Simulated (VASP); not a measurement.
# Al2Zn (P-3m1) in VASP: further runs

The runs below take Al2Zn through single point, with LDA.

All numbers are computed with VASP 6.6.1; they aren't measurements. Logs are shortened: lines on timing, memory, paths and dates and some standing lists are left out, and cuts for length are marked.

### 1 The cell of the first run

It takes space group P-3m1 (No. 164, trigonal). Conventional cell: a = 2.687 Å, b = 2.687 Å, c = 7.253 Å, α = 90.00°, β = 90.00°, γ = 120.00°. Within 3.5 Å of Al (site symmetry 3m) lie 9 Al at 2.69 to 2.94 Å and 3 Zn at 2.84 Å. Within 3.5 Å of Zn (site symmetry -3m) lie 6 Zn at 2.69 Å and 6 Al at 2.84 Å.

### 2 Single point, LDA (volume 15.119 Å^3 an atom, c/a of the conventional cell 2.6991)

INCAR

```
SYSTEM = Al2Zn
  PREC = Accurate
  ENCUT = 520
  EDIFF = 1E-6
  ISMEAR = 0
  SIGMA = 0.15
  LREAL = .False.
  LASPH = .True.
  NELM = 80
  ALGO = Fast
  ISIF = 2
  LWAVE = .False.
  LCHARG = .False.
  NBANDS = 16
```

KPOINTS

```
Automatic mesh
0
Gamma
  18 18 8
  0 0 0
```

POSCAR

```
Al2Zn
1.0
    2.6871882377      0.0000000000      0.0000000000
   -1.3435941188      2.3271732786      0.0000000000
    0.0000000000      0.0000000000      7.2529897724
Al Zn
2 1
Direct
    0.3333333333      0.6666666667      0.3282219152
    0.6666666667      0.3333333333      0.6717780848
    0.0000000000      0.0000000000      0.0000000000
```

Potentials or basis: VASP PAW LDA potentials, release 64 (Al, Zn).

Run with:

```bash
> cat potpaw_LDA.64/Al/POTCAR potpaw_LDA.64/Zn/POTCAR > POTCAR
> mpirun -np 1 vasp_std > vasp.out
```

OUTCAR:

```text
SYSTEM = Al2Zn
   PREC = Accurate
   ENCUT = 520
   EDIFF = 1E-6
   ISMEAR = 0
   LREAL = .False.
   LASPH = .True.
   NELM = 80
   ISIF = 2

 ion  position               nearest neighbor table
   1  0.333  0.667  0.328-   3 2.84   3 2.84   3 2.84   2 2.94   2 2.94   2 2.94
   2  0.667  0.333  0.672-   3 2.84   3 2.84   3 2.84   1 2.94   1 2.94   1 2.94
   3  0.000  0.000  0.000-   1 2.84   2 2.84   1 2.84   2 2.84   2 2.84   1 2.84

  LATTYP: Found a hexagonal cell.
 ALAT       =     2.6871882377
 C/A-ratio  =     2.6991000000

  Lattice vectors:

 A1 = (   2.6871882377,   0.0000000000,   0.0000000000)
 A2 = (  -1.3435941188,   2.3271732786,   0.0000000000)
 A3 = (   0.0000000000,   0.0000000000,   7.2529897724)

Analysis of symmetry for initial positions (statically):
=====================================================================
 Subroutine PRICEL returns:
 Original cell was already a primitive cell.

 Routine SETGRP: Setting up the symmetry group for a
 hexagonal supercell.

 Subroutine GETGRP returns: Found 12 space group operations
 (whereof 12 operations were pure point group operations)
 out of a pool of 24 trial point group operations.

The static configuration has the point symmetry D_3d.

Analysis of symmetry for dynamics (positions and initial velocities):
=====================================================================
 Subroutine PRICEL returns:
 Original cell was already a primitive cell.

 Routine SETGRP: Setting up the symmetry group for a
 hexagonal supercell.

 Subroutine GETGRP returns: Found 12 space group operations
 (whereof 12 operations were pure point group operations)
 out of a pool of 24 trial point group operations.

The dynamic configuration has the point symmetry D_3d.

 Subroutine INISYM returns: Found 12 space group operations
 (whereof 12 operations are pure point group operations),
 and found     1 'primitive' translations

----------------------------------------------------------------------------------------

                                     Primitive cell

  volume of cell :      45.3570

  direct lattice vectors                    reciprocal lattice vectors
     2.687188238  0.000000000  0.000000000     0.372136193  0.214852931  0.000000000
    -1.343594119  2.327173279  0.000000000     0.000000000  0.429705862  0.000000000
     0.000000000  0.000000000  7.252989772     0.000000000  0.000000000  0.137874178

  length of vectors
     2.687188238  2.687188238  7.252989772     0.429705862  0.429705862  0.137874178

  position of ions in fractional coordinates (direct lattice)
     0.333333333  0.666666667  0.328221915
     0.666666667  0.333333333  0.671778085
     0.000000000  0.000000000  0.000000000

  ion indices of the primitive-cell ions
   primitive index   ion index
                 1           1
                 2           2
                 3           3

----------------------------------------------------------------------------------------

 KPOINTS: Automatic mesh

Automatic generation of k-mesh.
 Grid dimensions read from file:
 generate k-points for:   18   18    8

 Generating k-lattice:

  Cartesian coordinates                     Fractional coordinates (reciprocal lattice)
     0.020674233  0.011936274  0.000000000     0.055555556  0.000000000  0.000000000
     0.000000000  0.023872548  0.000000000     0.000000000  0.055555556  0.000000000
     0.000000000  0.000000000  0.017234272     0.000000000  0.000000000  0.125000000

  Length of vectors
     0.023872548  0.023872548  0.017234272

  Shift w.r.t. Gamma in fractional coordinates (k-lattice)
     0.000000000  0.000000000  0.000000000

 Subroutine IBZKPT returns following result:
 ===========================================

 Found    266 irreducible k-points:

 Following reciprocal coordinates:
            Coordinates               Weight
  0.000000  0.000000  0.000000      1.000000
  0.055556  0.000000  0.000000      6.000000
  0.111111  0.000000  0.000000      6.000000
  0.166667  0.000000  0.000000      6.000000
  0.222222  0.000000  0.000000      6.000000
  0.277778  0.000000  0.000000      6.000000
[... 16 lines left out ...]
  0.333333  0.111111  0.000000     12.000000
  0.388889  0.111111  0.000000     12.000000
 [... further k-points ...]
   k-points           NKPTS =    266   k-points in BZ     NKDIM =    266   number of bands    NBANDS=     16
   number of dos      NEDOS =    301   number of ions     NIONS =      3
   total plane-waves  NPLWV =  21600
   dimension x,y,z NGX =    20 NGY =   20 NGZ =   54
   dimension x,y,z NGXF=    40 NGYF=   40 NGZF=  108
   ions per type =               2   1
   NGX,Y,Z   is equivalent  to a cutoff of  12.37, 12.37, 12.38 a.u.
   NGXF,Y,Z  is equivalent  to a cutoff of  24.75, 24.75, 24.75 a.u.
 SYSTEM =  Al2Zn
   PREC   = accura    normal or accurate (medium, high low for compatibility)
   ISTART =      0    job   : 0-new  1-cont  2-samecut
   ICHARG =      2    charge: 1-file 2-atom 10-const
   ISPIN  =      1    spin polarized calculation?
   LNONCOLLINEAR =      F non collinear calculations
   LSORBIT =      F    spin-orbit coupling
   LASPH  =      T    aspherical Exc in radial PAW
   ENCUT  =  520.0 eV  38.22 Ry    6.18 a.u.   5.00  5.00 13.49*2*pi/ulx,y,z
   NELM   =     80;   NELMIN=  2; NELMDL= -5     # of ELM steps
   EDIFF  = 0.1E-05   stopping-criterion for ELM
   LREAL  =      F    real-space projection
   EDIFFG = 0.1E-04   stopping-criterion for IOM
   NSW    =      0    number of steps for IOM
   IBRION =     -1    ionic relax: 0-MD 1-quasi-New 2-CG
   NFREE  =      0    steps in history (QN), initial steepest desc. (CG)
   ISIF   =      2    stress and relaxation
   ISYM   =      2    0-nonsym 1-usesym 2-fastsym
   POTIM  = 0.5000    time-step for ionic-motion
   TEBEG  =    0.0;   TEEND  =   0.0 temperature during run
   PSTRESS=    0.0 pullay stress
   NELECT =      18.0000    total number of electrons
   NUPDOWN=      -1.0000    fix difference up-down
   EMIN   =  10.00;   EMAX   =-10.00  energy-range for DOS
   EFERMI =   0.00;   METHOD = LEGACY
   ISMEAR =     0;   SIGMA  =   0.15  broadening in eV -4-tet -1-fermi 0-gaus
   EFERMI_NEDOS =   21; number of points for ismear=-14 and -15
   IALGO  =     68    algorithm
   IMIX   =      4    mixing-type and parameters
     AMIX     =   0.40;   BMIX     =  1.00
     AMIX_MAG =   1.60;   BMIX_MAG =  1.00
  volume/ion in A,a.u.               =      15.12       102.03
  Fermi-wavevector in a.u.,A,eV,Ry     =   1.203052  2.273438 19.692174  1.447334
  Thomas-Fermi vector in A             =   2.338816
   LORBIT       =      0    0 simple, 1 ext, 2 COOP (PROOUT), +10 PAW based schemes
   GGA     = CA    functional components
   LHFCALC =     F    Hartree Fock is set to
   AEXX    =    0.0000 exact exchange contribution
   IVDW    =     0    specifies the selected vdW correction
   LEPSILON=     F    determine dielectric tensor
   LRPA    =     F    only Hartree local field effects (RPA)
 non-spin polarized calculation
 RMM-DIIS sequential band-by-band and
 Gauss-broadening in eV      SIGMA  =   0.15
  energy-cutoff  :      520.00
  volume of cell :       45.36
 maximum number of plane-waves:      1260
   NGX =  9   NGY =  9   NGZ = 27

 number of electron      18.0000014 magnetization

 Free energy of the ion-electron system (eV)
  ---------------------------------------------------
  ext. energy  EPLUGINS =         0.00000000
  ---------------------------------------------------
  free energy    TOTEN  =       -10.13469731 eV

  energy without entropy =      -10.12380650  energy(sigma->0) =      -10.12925190

 E-fermi :   6.8366     XC(G=0): -11.0833

 val. band max:        6.8284816163   @ k =   0.3889   0.0556   0.3750
 cond. band min:       6.8445142096   @ k =   0.2222   0.2222   0.3750
 fundamental gap:      0.0160325933
 Fermi energy:         6.8365878504

 k-point     1 :       0.0000    0.0000    0.0000
  band No.  band energies     occupation
      1      -4.5285      2.00000
      2      -2.0502      2.00000
      3      -1.8781      2.00000
      4      -1.0044      2.00000
      5      -1.0044      2.00000
      6      -0.7488      2.00000
[... 8 lines left out ...]
     15      20.4700      0.00000
     16      20.4701      0.00000

 k-point     2 :       0.0556    0.0000    0.0000
  band No.  band energies     occupation
      1      -4.4435      2.00000
      2      -1.9853      2.00000
      3      -1.8179      2.00000
      4      -1.0156      2.00000
      5      -0.9840      2.00000
      6      -0.7126      2.00000
[... 8 lines left out ...]
     15      20.0675      0.00000
     16      20.8449      0.00000

 k-point     3 :       0.1111    0.0000    0.0000
  band No.  band energies     occupation
      1      -4.1896      2.00000
      2      -1.8082      2.00000
      3      -1.6555      2.00000
      4      -1.0433      2.00000
      5      -0.9250      2.00000
      6      -0.5925      2.00000
[... 8 lines left out ...]
     15      19.9430      0.00000
     16      20.1022      0.00000

 k-point     4 :       0.1667    0.0000    0.0000
  band No.  band energies     occupation
      1      -3.7705      2.00000
      2      -1.5862      2.00000
      3      -1.4597      2.00000
      4      -1.0621      2.00000
      5      -0.8331      2.00000
      6      -0.6096      2.00000
[... 8 lines left out ...]
     15      18.6025      0.00000
     16      19.3032      0.00000

 k-point     5 :       0.2222    0.0000    0.0000
  band No.  band energies     occupation
      1      -3.1947      2.00000
      2      -1.4508      2.00000
      3      -1.3357      2.00000
      4      -1.0099      2.00000
      5      -0.7183      2.00000
      6      -0.6302      2.00000
[... 8 lines left out ...]
     15      17.8977      0.00000
     16      18.6056      0.00000

 k-point     6 :       0.2778    0.0000    0.0000
  band No.  band energies     occupation
      1      -2.4880      2.00000
      2      -1.4410      2.00000
      3      -1.3076      2.00000
      4      -0.8644      2.00000
      5      -0.6541      2.00000
      6      -0.5911      2.00000
[... 8 lines left out ...]
     15      17.1571      0.00000
     16      18.0337      0.00000

 k-point     7 :       0.3333    0.0000    0.0000
  band No.  band energies     occupation
      1      -1.7968      2.00000
      2      -1.3992      2.00000
      3      -1.3254      2.00000
      4      -0.6744      2.00000
      5      -0.6257      2.00000
      6      -0.4706      2.00000
[... 8 lines left out ...]
     15      16.3837      0.00000
     16      17.5893      0.00000

 k-point     8 :       0.3889    0.0000    0.0000
  band No.  band energies     occupation
      1      -1.6423      2.00000
      2      -1.3563      2.00000
      3      -1.0587      2.00000
      4      -0.6914      2.00000
      5      -0.3696      2.00000
      6      -0.0194      2.00000
[... 8 lines left out ...]
     15      15.4837      0.00000
     16      16.3809      0.00000

 k-point     9 :       0.4444    0.0000    0.0000
  band No.  band energies     occupation
      1      -1.6590      2.00000
      2      -1.3782      2.00000
      3      -0.8973      2.00000
      4      -0.7025      2.00000
      5      -0.3024      2.00000
      6       1.0642      2.00000
[... 8 lines left out ...]
     15      14.6789      0.00000
     16      14.8788      0.00000
[... 172 lines left out ...]
 k-point    19 :       0.1111    0.1111    0.0000
  band No.  band energies     occupation
      1      -3.5213      2.00000
      2      -1.4644      2.00000
      3      -1.3877      2.00000
      4      -1.1181      2.00000
      5      -0.7672      2.00000
      6      -0.6273      2.00000
[... 8 lines left out ...]
     15      17.9710      0.00000
     16      18.1054      0.00000

 k-point    20 :       0.1667    0.1111    0.0000
  band No.  band energies     occupation
      1      -2.9505      2.00000
      2      -1.3310      2.00000
      3      -1.3033      2.00000
      4      -1.1275      2.00000
      5      -0.6620      2.00000
      6      -0.6449      2.00000
[... 8 lines left out ...]
     15      15.8930      0.00000
     16      17.1235      0.00000

 k-point    21 :       0.2222    0.1111    0.0000
  band No.  band energies     occupation
      1      -2.2533      2.00000
      2      -1.3436      2.00000
      3      -1.2841      2.00000
      4      -1.0032      2.00000
      5      -0.6892      2.00000
      6      -0.5137      2.00000
[... 8 lines left out ...]
     15      15.0103      0.00000
     16      16.3507      0.00000

 k-point    22 :       0.2778    0.1111    0.0000
  band No.  band energies     occupation
      1      -1.6006      2.00000
      2      -1.3249      2.00000
      3      -1.2913      2.00000
      4      -0.8142      2.00000
      5      -0.7192      2.00000
      6      -0.3099      2.00000
[... 8 lines left out ...]
     15      14.4842      0.00000
     16      15.7351      0.00000

 k-point    23 :       0.3333    0.1111    0.0000
  band No.  band energies     occupation
      1      -1.5225      2.00000
      2      -1.3243      2.00000
      3      -1.0041      2.00000
      4      -0.7466      2.00000
      5      -0.5764      2.00000
      6       0.2549      2.00000
[... 8 lines left out ...]
     15      14.1167      0.00000
     16      15.2793      0.00000

 k-point    24 :       0.3889    0.1111    0.0000
  band No.  band energies     occupation
      1      -1.5509      2.00000
      2      -1.3396      2.00000
      3      -0.8775      2.00000
      4      -0.7634      2.00000
      5      -0.4557      2.00000
      6       1.3231      2.00000
[... 8 lines left out ...]
     15      13.9085      0.00000
     16      14.9211      0.00000

 [... further k-points ...]
[... 5 lines left out ...]
  --------------------------------------------------------------------------------------
  -------------------------------------------------------------------------------------
  Total        1.2122566      1.2122566     -1.1247819      0.0000000      0.0000000      0.0000000
  in kB       42.8214409     42.8214409    -39.7315045      0.0000000      0.0000000      0.0000000
  external PRESSURE =      15.3037924 kB  Pullay stress =       0.0000000 kB

 VOLUME and BASIS-vectors are now :
 -----------------------------------------------------------------------------
  energy-cutoff  :      520.00
  volume of cell :       45.36
      direct lattice vectors                 reciprocal lattice vectors
     2.687188238  0.000000000  0.000000000     0.372136193  0.214852931  0.000000000
    -1.343594119  2.327173279  0.000000000     0.000000000  0.429705862  0.000000000
     0.000000000  0.000000000  7.252989772     0.000000000  0.000000000  0.137874178

 POSITION                                       TOTAL-FORCE (eV/Angst)
 -----------------------------------------------------------------------------------
     -0.00000      1.55145      2.38059        -0.000000      0.000000      0.031771
      1.34359      0.77572      4.87240         0.000000      0.000000     -0.031771
      0.00000      0.00000      0.00000         0.000000      0.000000      0.000000
 -----------------------------------------------------------------------------------
    total drift:                               -0.000000      0.000000     -0.000000

  FREE ENERGIE OF THE ION-ELECTRON SYSTEM (eV)
  ---------------------------------------------------
  free  energy   TOTEN  =       -10.1346973135 eV

  energy  without entropy=      -10.1238064960  energy(sigma->0) =      -10.12925190
```

Wall time 81 s (1 thread of Intel Xeon 6975P-C (Granite Rapids), shared host); peak memory 0.28 GiB.

Results:

| Property | Result |
| --- | --- |
| Free energy | -10.1347 eV |
| Pressure | 1.5 GPa |
| Largest force | 0.032 eV/Å |
| Band gap on the k mesh | zero (band 9 reaches 8.75 eV, above the bottom of band 10 at 5.62 eV) |

Forces in eV/Å, atoms in the order of the input:
```
Al   0.000  0.000  0.032
Al   0.000  0.000 -0.032
Zn   0.000  0.000  0.000
```

Stress tensor (GPa, compression positive):
```
 4.28  0.00  0.00
 0.00  4.28  0.00
 0.00  0.00 -3.97
```

Levels at points of the mesh, in eV from the Fermi level:
```
           k point  band 5  band 6  band 7  band 8  band 9  band 10  band 11  band 12  band 13  band 14
(0.00, 0.00, 0.00)   -7.84   -7.59   -7.41   -7.41   -0.31     0.32    12.57    12.78    13.19    13.19
(0.50, 0.00, 0.00)   -7.12   -4.54   -4.38   -2.57   -1.63    -1.22    -0.47     5.60     6.16     6.80
(0.00, 0.00, 0.50)   -7.84   -7.41   -7.41   -4.83   -4.70     5.57     6.37    13.44    13.44    13.60
(0.50, 0.00, 0.50)   -7.12   -4.40   -3.93   -3.52   -2.92     1.53     1.65     1.98     2.60     8.16
```

### 3 Single point, LDA (volume 15.119 Å^3 an atom, c/a of the conventional cell 2.2500)

INCAR

```
  ALGO = Fast
  EDIFF = 1E-6
  ENCUT = 520
  ISIF = 2
  ISMEAR = 0
  LASPH = T
  LCHARG = F
  LREAL = F
  LWAVE = F
  NBANDS = 16
  NELM = 60
  PREC = Accurate
  SIGMA = 0.15
```

KPOINTS

```
k-points
0
Gamma
  18 18 8
```

POSCAR

```
Al2Zn
1.0
    2.8552462877      0.0000000000      0.0000000000
   -1.4276231438      2.4727158192      0.0000000000
    0.0000000000      0.0000000000      6.4243041473
Al Zn
2 1
Direct
    0.3333333333      0.6666666667      0.3282219152
    0.6666666667      0.3333333333      0.6717780848
    0.0000000000      0.0000000000      0.0000000000
```

Potentials or basis: VASP PAW LDA potentials, release 64 (Al, Zn).

Run with:

```bash
> cat potpaw_LDA.64/Al/POTCAR potpaw_LDA.64/Zn/POTCAR > POTCAR
> mpirun -np 1 vasp_std > vasp.out
```

Wall time 71 s (1 thread of Intel Xeon 6975P-C (Granite Rapids), shared host); peak memory 0.29 GiB.

It converged, with:

```yaml
Free_energy: -10.1866 eV
Pressure: 0.7 GPa
Largest_force: 0.007 eV/Å
Band_gap_on_the_k_mesh: zero (band 9 reaches 10.09 eV, above the bottom of band 10 at 5.28 eV)
```

Forces on the atoms (eV/Å):
```
Al   0.000  0.000 -0.007
Al   0.000  0.000  0.007
Zn   0.000  0.000  0.000
```

Stress tensor (GPa, compression positive):
```
-0.07  0.00  0.00
 0.00 -0.07  0.00
 0.00  0.00  2.14
```

Levels at points of the mesh, in eV from the Fermi level:
| k point | band 5 | band 6 | band 7 | band 8 | band 9 | band 10 | band 11 | band 12 | band 13 | band 14 |
| --- | --- | --- | --- | --- | --- | --- | --- | --- | --- | --- |
| (0.00, 0.00, 0.00) | -7.89 | -7.64 | -7.64 | -7.23 | 2.47 | 3.41 | 10.67 | 10.67 | 10.82 | 10.82 |
| (0.50, 0.00, 0.00) | -7.36 | -5.33 | -4.93 | -2.56 | -1.79 | -1.31 | -0.55 | 5.43 | 6.67 | 7.87 |
| (0.00, 0.00, 0.50) | -7.89 | -7.64 | -7.64 | -3.80 | -2.46 | 9.47 | 10.90 | 10.90 | 10.93 | 11.34 |
| (0.50, 0.00, 0.50) | -7.36 | -4.80 | -4.44 | -4.13 | -3.62 | 1.87 | 2.83 | 2.92 | 3.51 | 6.05 |

(Continued in part 2 of 2.)
